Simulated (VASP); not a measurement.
Cd, 1 atom in the cell. The structure is cubic, space group Fm-3m (No. 225). The conventional cell has a = 3.753 Å, b = 3.753 Å, c = 3.753 Å, α = 90.00°, β = 90.00°, γ = 90.00°. Cd (site symmetry m-3m) has 12 Cd at 2.65 Å within 3.5 Å.  This cell differs from its parent crystal: volume scaled by 0.58.

* Program: VASP 6.6.1
* Task: single point
* Functional: PBE
* Potentials or basis: VASP PAW PBE potentials, release 64 (Cd)
* Cutoff: 520 eV
* k mesh: 14 × 14 × 14
* Occupations: fermi-dirac, width 0.08 eV
* Spin: no spin polarisation
* Dipole correction: no
* Further INCAR settings: ALGO = Normal; EDIFF = 1e-06; NBANDS = 12

Potentials or basis: VASP PAW PBE potentials, release 64 (Cd).

Command:

```console
$ cat potpaw_PBE.64/Cd/POTCAR > POTCAR
$ mpirun -np 1 vasp_std > vasp.out
```

Hardware: 1 thread of Intel(R) Xeon(R) Platinum 8375C CPU @ 2.90GHz (Ice Lake) (shared host).

**Question.** Estimate the wall time of this run.

**Answer.** Run time: 7.9 s on 1 thread of Intel(R) Xeon(R) Platinum 8375C CPU @ 2.90GHz (Ice Lake) (shared host), peak memory 0.13 GiB. Counts: scf iterations 11, k points 104.
